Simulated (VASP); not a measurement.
Write the native input for VASP 6.6.1 that does the following.

```yaml
Task: single point
Functional: PBE
Potentials_or_basis: VASP PAW PBE potentials, release 64 (Mg)
Cutoff: 520 eV
k_mesh: 20 × 20 × 20
Occupations: gaussian, width 0.15 eV
Spin: no spin polarisation
Dipole_correction: no
Further_INCAR_settings: ALGO = Normal; EDIFF = 1e-06; NBANDS = 7
```

The structure of Mg lies in POSCAR:

```
Mg
1.0
   -1.9674940452      1.9674940452      1.5234306392
    1.9674940452     -1.9674940452      1.5234306392
    1.9674940452      1.9674940452     -1.5234306392
Mg
1
Direct
    0.0000000000      0.0000000000      0.0000000000
```

One way to write it, as run:

INCAR

```
PREC = Accurate
ENCUT = 520
EDIFF = 1E-6
ISMEAR = 0
SIGMA = 0.15
LREAL = F
LASPH = T
NELM = 100
ALGO = Normal
ISIF = 2
LWAVE = F
LCHARG = F
GGA = PE
NBANDS = 7
```

KPOINTS

```
regular mesh
0
Gamma
  20 20 20
```

Potentials or basis: VASP PAW PBE potentials, release 64 (Mg).

Launch:

```bash
$ cat potpaw_PBE.64/Mg/POTCAR > POTCAR
$ mpirun -np 1 vasp_std > vasp.out
```

It gave:

```json
{
 "Pressure": "0.1 GPa",
 "Band gap on the k mesh": "zero (bands 1 and 2 overlap by 4.51 eV)"
}
```

Run time: 72 s on 1 thread of AMD EPYC 7R13, with other jobs on the host, peak memory 0.2 GiB.
